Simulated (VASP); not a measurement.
# In2TeBr4 (Fmmm) in VASP: single point with PBE

Aim: the single point of In2TeBr4 with PBE.

Program: VASP 6.6.1. These are calculated values, not measurements. Logs are shortened: lines on timing, memory, paths and dates and some standing lists are left out, and cuts for length are marked.

## Step 1: The cell of the first run

Symmetry: Fmmm, No. 69, orthorhombic system. Conventional cell: a = 8.496 Å, b = 8.653 Å, c = 15.181 Å, α = 90.00°, β = 90.00°, γ = 90.00°. In (site symmetry 2/m) has 8 Br at 3.43 to 3.66 Å and 4 In at 4.25 to 4.33 Å and 2 Te at 4.35 Å within 4.5 Å. Within 3.7 Å of Te (site symmetry mmm) lie 4 Br at 2.78 Å. Br (site symmetry m) has 1 Te at 2.78 Å and 4 In at 3.43 to 3.66 Å and 1 Br at 3.69 Å within 3.7 Å.

The cell was generated, and may not be a known phase.

## Step 2: Single point, PBE

INCAR

```
SYSTEM = In2TeBr4
PREC = Accurate
ENCUT = 500
EDIFF = 1E-6
ISMEAR = 0
SIGMA = 0.15
LREAL = .False.
LASPH = .True.
NELM = 120
ALGO = Normal
ISIF = 2
LWAVE = .False.
LCHARG = .False.
GGA = PE
NBANDS = 39
GGA_COMPAT = .False.
```

KPOINTS

```
regular mesh
0
Gamma
  2 2 2
  0 0 0
```

POSCAR

```
In2TeBr4
1.0
    0.0000000000      7.5903484599      4.2482319185
    4.3265131300      0.0000000000      4.2482319185
    4.3265131300      7.5903484599      0.0000000000
In Te Br
2 1 4
Direct
    0.5000000000      0.0000000000      0.0000000000
    0.0000000000      0.5000000000      0.5000000000
    0.5000000000      0.5000000000      0.5000000000
    0.4014070274      0.5985929726      0.8568299629
    0.1431700371      0.8568299629      0.5985929726
    0.5985929726      0.4014070274      0.1431700371
    0.8568299629      0.1431700371      0.4014070274
```

Potentials or basis: VASP PAW PBE potentials, release 64 (In_d, Te, Br).

Started as:

```sh
$ cat potpaw_PBE.64/In_d/POTCAR potpaw_PBE.64/Te/POTCAR potpaw_PBE.64/Br/POTCAR > POTCAR
$ mpirun -np 1 vasp_std > vasp.out
```

OUTCAR:

```text
SYSTEM = In2TeBr4
   PREC = Accurate
   ENCUT = 500
   EDIFF = 1E-6
   ISMEAR = 0
   LREAL = .False.
   LASPH = .True.
   NELM = 120
   ISIF = 2
   GGA = PE

 ion  position               nearest neighbor table
   1  0.500  0.000  0.000-
   2  0.000  0.500  0.500-
   3  0.500  0.500  0.500-   4 2.78   5 2.78   6 2.78   7 2.78
   4  0.401  0.599  0.857-   3 2.78
   5  0.143  0.857  0.599-   3 2.78
   6  0.599  0.401  0.143-   3 2.78
   7  0.857  0.143  0.401-   3 2.78

  LATTYP: Found a face centered orthorhombic cell.
 ALAT       =     8.4964638370
 B/A-ratio  =     1.0184267745
 C/A-ratio  =     1.7867076482

  Lattice vectors:

 A1 = (   4.3265131300,   7.5903484599,   0.0000000000)
 A2 = (   0.0000000000,   7.5903484599,   4.2482319185)
 A3 = (   4.3265131300,   0.0000000000,   4.2482319185)

Analysis of symmetry for initial positions (statically):
=====================================================================
 Subroutine PRICEL returns:
 Original cell was already a primitive cell.

 Routine SETGRP: Setting up the symmetry group for a
 face centered orthorhombic supercell.

 Subroutine GETGRP returns: Found  8 space group operations
 (whereof  8 operations were pure point group operations)
 out of a pool of  8 trial point group operations.

The static configuration has the point symmetry D_2h.

Analysis of symmetry for dynamics (positions and initial velocities):
=====================================================================
 Subroutine PRICEL returns:
 Original cell was already a primitive cell.

 Routine SETGRP: Setting up the symmetry group for a
 face centered orthorhombic supercell.

 Subroutine GETGRP returns: Found  8 space group operations
 (whereof  8 operations were pure point group operations)
 out of a pool of  8 trial point group operations.

The dynamic configuration has the point symmetry D_2h.

 Subroutine INISYM returns: Found  8 space group operations
 (whereof  8 operations are pure point group operations),
 and found     1 'primitive' translations

----------------------------------------------------------------------------------------

                                     Primitive cell

  volume of cell :     279.0217

  direct lattice vectors                    reciprocal lattice vectors
     0.000000000  7.590348460  4.248231919    -0.115566505  0.065873129  0.117696023
     4.326513130  0.000000000  4.248231919     0.115566505 -0.065873129  0.117696023
     4.326513130  7.590348460  0.000000000     0.115566505  0.065873129 -0.117696023

  length of vectors
     8.698325366  6.063513033  8.736824687     0.177615427  0.177615427  0.177615427

  position of ions in fractional coordinates (direct lattice)
     0.500000000  0.000000000  0.000000000
     0.000000000  0.500000000  0.500000000
     0.500000000  0.500000000  0.500000000
     0.401407027  0.598592973  0.856829963
     0.143170037  0.856829963  0.598592973
     0.598592973  0.401407027  0.143170037
     0.856829963  0.143170037  0.401407027

  ion indices of the primitive-cell ions
   primitive index   ion index
                 1           1
                 2           2
                 3           3
                 4           4
                 5           5
                 6           6
                 7           7

----------------------------------------------------------------------------------------

 KPOINTS: regular mesh

Automatic generation of k-mesh.
 Grid dimensions read from file:
 generate k-points for:    2    2    2

 Generating k-lattice:

  Cartesian coordinates                     Fractional coordinates (reciprocal lattice)
    -0.057783252  0.032936564  0.058848011     0.500000000  0.000000000  0.000000000
     0.057783252 -0.032936564  0.058848011     0.000000000  0.500000000  0.000000000
     0.057783252  0.032936564 -0.058848011     0.000000000  0.000000000  0.500000000

  Length of vectors
     0.088807713  0.088807713  0.088807713

  Shift w.r.t. Gamma in fractional coordinates (k-lattice)
     0.000000000  0.000000000  0.000000000

 Subroutine IBZKPT returns following result:
 ===========================================

 Found      5 irreducible k-points:

 Following reciprocal coordinates:
            Coordinates               Weight
  0.000000  0.000000  0.000000      1.000000
  0.500000 -0.000000  0.000000      4.000000
  0.500000  0.500000  0.000000      1.000000
  0.500000  0.000000  0.500000      1.000000
  0.000000  0.500000  0.500000      1.000000
   k-points           NKPTS =      5   k-points in BZ     NKDIM =      5   number of bands    NBANDS=     39
   number of dos      NEDOS =    301   number of ions     NIONS =      7
   total plane-waves  NPLWV = 196608
   dimension x,y,z NGX =    64 NGY =   48 NGZ =   64
   dimension x,y,z NGXF=   128 NGYF=   96 NGZF=  128
   ions per type =               2   1   4
   NGX,Y,Z   is equivalent  to a cutoff of  12.23, 13.16, 12.18 a.u.
   NGXF,Y,Z  is equivalent  to a cutoff of  24.46, 26.32, 24.36 a.u.
 SYSTEM =  In2TeBr4
   PREC   = accura    normal or accurate (medium, high low for compatibility)
   ISTART =      0    job   : 0-new  1-cont  2-samecut
   ICHARG =      2    charge: 1-file 2-atom 10-const
   ISPIN  =      1    spin polarized calculation?
   LNONCOLLINEAR =      F non collinear calculations
   LSORBIT =      F    spin-orbit coupling
   LASPH  =      T    aspherical Exc in radial PAW
   ENCUT  =  500.0 eV  36.75 Ry    6.06 a.u.  15.86 11.06 15.93*2*pi/ulx,y,z
   NELM   =    120;   NELMIN=  2; NELMDL= -5     # of ELM steps
   EDIFF  = 0.1E-05   stopping-criterion for ELM
   LREAL  =      F    real-space projection
[... 7 lines left out ...]
   TEBEG  =    0.0;   TEEND  =   0.0 temperature during run
   PSTRESS=    0.0 pullay stress
   NELECT =      60.0000    total number of electrons
   NUPDOWN=      -1.0000    fix difference up-down
   EMIN   =  10.00;   EMAX   =-10.00  energy-range for DOS
   EFERMI =   0.00;   METHOD = LEGACY
   ISMEAR =     0;   SIGMA  =   0.15  broadening in eV -4-tet -1-fermi 0-gaus
   EFERMI_NEDOS =   21; number of points for ismear=-14 and -15
   IALGO  =     38    algorithm
   IMIX   =      4    mixing-type and parameters
     AMIX     =   0.40;   BMIX     =  1.00
     AMIX_MAG =   1.60;   BMIX_MAG =  1.00
  volume/ion in A,a.u.               =      39.86       268.99
  Fermi-wavevector in a.u.,A,eV,Ry     =   0.980797  1.853438 13.088306  0.961963
  Thomas-Fermi vector in A             =   2.111755
   LORBIT       =      0    0 simple, 1 ext, 2 COOP (PROOUT), +10 PAW based schemes
   GGA     = PE    functional components
   LHFCALC =     F    Hartree Fock is set to
   AEXX    =    0.0000 exact exchange contribution
   IVDW    =     0    specifies the selected vdW correction
   LEPSILON=     F    determine dielectric tensor
   LRPA    =     F    only Hartree local field effects (RPA)
 non-spin polarized calculation
 Gauss-broadening in eV      SIGMA  =   0.15
  energy-cutoff  :      500.00
  volume of cell :      279.02
 maximum number of plane-waves:      7108
 NGX is ok and might be reduce to    64
   NGX = 31   NGY = 23   NGZ = 31

 number of electron      60.0000009 magnetization

 Free energy of the ion-electron system (eV)
  ---------------------------------------------------
  ext. energy  EPLUGINS =         0.00000000
  ---------------------------------------------------
  free energy    TOTEN  =       -17.95454924 eV

  energy without entropy =      -17.95441158  energy(sigma->0) =      -17.95448041

 E-fermi :   1.6944     XC(G=0):  -7.5118

 val. band max:        1.3577135420   @ k =   0.5000   0.5000   0.0000
 cond. band min:       2.0314466872   @ k =   0.0000   0.0000   0.0000
 fundamental gap:      0.6737331452
 Fermi energy:         1.6943792609

 k-point     1 :       0.0000    0.0000    0.0000
  band No.  band energies     occupation
      1     -13.6403      2.00000
      2     -13.1906      2.00000
      3     -13.1826      2.00000
      4     -13.0941      2.00000
      5     -12.8382      2.00000
      6     -12.8181      2.00000
[... 31 lines left out ...]
     38       6.0963      0.00000
     39       6.3990      0.00000

 k-point     2 :       0.5000   -0.0000    0.0000
  band No.  band energies     occupation
      1     -13.5491      2.00000
      2     -13.2912      2.00000
      3     -13.1805      2.00000
      4     -13.1064      2.00000
      5     -12.8208      2.00000
      6     -12.8207      2.00000
[... 31 lines left out ...]
     38       4.9552      0.00000
     39       7.3739      0.00000

 k-point     3 :       0.5000    0.5000    0.0000
  band No.  band energies     occupation
      1     -13.5529      2.00000
      2     -13.2284      2.00000
      3     -13.2009      2.00000
      4     -13.1479      2.00000
      5     -12.8266      2.00000
      6     -12.8262      2.00000
[... 31 lines left out ...]
     38       5.6671      0.00000
     39       7.5713      0.00000

 k-point     4 :       0.5000    0.0000    0.5000
  band No.  band energies     occupation
      1     -13.5151      2.00000
      2     -13.3403      2.00000
      3     -13.2942      2.00000
      4     -12.9527      2.00000
      5     -12.8379      2.00000
      6     -12.8150      2.00000
[... 31 lines left out ...]
     38       6.1386      0.00000
     39       7.4812      0.00000

 k-point     5 :       0.0000    0.5000    0.5000
  band No.  band energies     occupation
      1     -13.4918      2.00000
      2     -13.2821      2.00000
      3     -13.2451      2.00000
      4     -13.1158      2.00000
      5     -12.8266      2.00000
      6     -12.8264      2.00000
[... 31 lines left out ...]
     38       5.6764      0.00000
     39       6.7387      0.00000

------------------------ aborting loop because EDIFF is reached ----------------------------------------

  FORCE on cell =-STRESS in cart. coord.  units (eV):
  Direction    XX          YY          ZZ          XY          YZ          ZX
  --------------------------------------------------------------------------------------
  -------------------------------------------------------------------------------------
  Total       -0.9182873      0.2756681      0.0627114      0.0000000      0.0000000      0.0000000
  in kB       -5.2729204      1.5829204      0.3600965      0.0000000      0.0000000      0.0000000
  external PRESSURE =      -1.1099678 kB  Pullay stress =       0.0000000 kB

 VOLUME and BASIS-vectors are now :
 -----------------------------------------------------------------------------
  energy-cutoff  :      500.00
  volume of cell :      279.02
      direct lattice vectors                 reciprocal lattice vectors
     0.000000000  7.590348460  4.248231919    -0.115566505  0.065873129  0.117696023
     4.326513130  0.000000000  4.248231919     0.115566505 -0.065873129  0.117696023
     4.326513130  7.590348460  0.000000000     0.115566505  0.065873129 -0.117696023

 POSITION                                       TOTAL-FORCE (eV/Angst)
 -----------------------------------------------------------------------------------
      0.00000      3.79517      2.12412         0.000000     -0.000000     -0.000000
      4.32651      3.79517      2.12412         0.000000     -0.000000      0.000000
      4.32651      7.59035      4.24823         0.000000     -0.000000      0.000000
      6.29691      9.55046      4.24823         0.048750      0.039761      0.000000
      6.29691      5.63024      4.24823         0.048750     -0.039761      0.000000
      2.35612      5.63024      4.24823        -0.048750     -0.039761      0.000000
      2.35612      9.55046      4.24823        -0.048750      0.039761      0.000000
 -----------------------------------------------------------------------------------
    total drift:                                0.000000      0.000000     -0.000000

  FREE ENERGIE OF THE ION-ELECTRON SYSTEM (eV)
  ---------------------------------------------------
  free  energy   TOTEN  =       -17.9545492361 eV

  energy  without entropy=      -17.9544115814  energy(sigma->0) =      -17.95448041
```

Wall time 3.6 min (1 thread of Intel Xeon 8259CL, shared host); peak memory 0.45 GiB.

What came out:

```
Free energy            : -17.9545 eV
Pressure               : -0.1 GPa
Largest force          : 0.063 eV/Å
Band gap on the k mesh : 0.67 eV (least direct gap 1.10 eV)
```

Forces on the atoms (eV/Å):
```
In   0.000  0.000  0.000
In   0.000  0.000  0.000
Te   0.000  0.000  0.000
Br   0.049  0.040  0.000
Br   0.049 -0.040  0.000
Br  -0.049 -0.040  0.000
Br  -0.049  0.040  0.000
```

Levels at points of the mesh, in eV from the valence-band top:
```tsv
k point	band 27	band 28	band 29	band 30	band 31	band 32	band 33	band 34
(0.00, 0.00, 0.00)	-1.97	-1.74	-1.56	-0.45	0.67	2.18	2.73	2.76
(0.50, 0.00, 0.00)	-1.51	-1.37	-1.35	-0.29	1.47	1.82	2.85	3.25
(0.50, 0.50, 0.00)	-1.88	-1.84	-1.11	0.00	2.04	2.05	2.26	2.32
(0.50, 0.00, 0.50)	-1.70	-1.66	-1.66	-0.25	1.58	1.86	2.05	2.52
(0.00, 0.50, 0.50)	-1.64	-1.05	-0.91	-0.31	0.79	0.90	2.99	3.04
```

Caveat: the k points lie up to 0.56 Å⁻¹ apart; semilocal functionals underestimate gaps, and a narrow one can read as zero; spin-orbit coupling is left out, which moves the levels of the heavy elements.
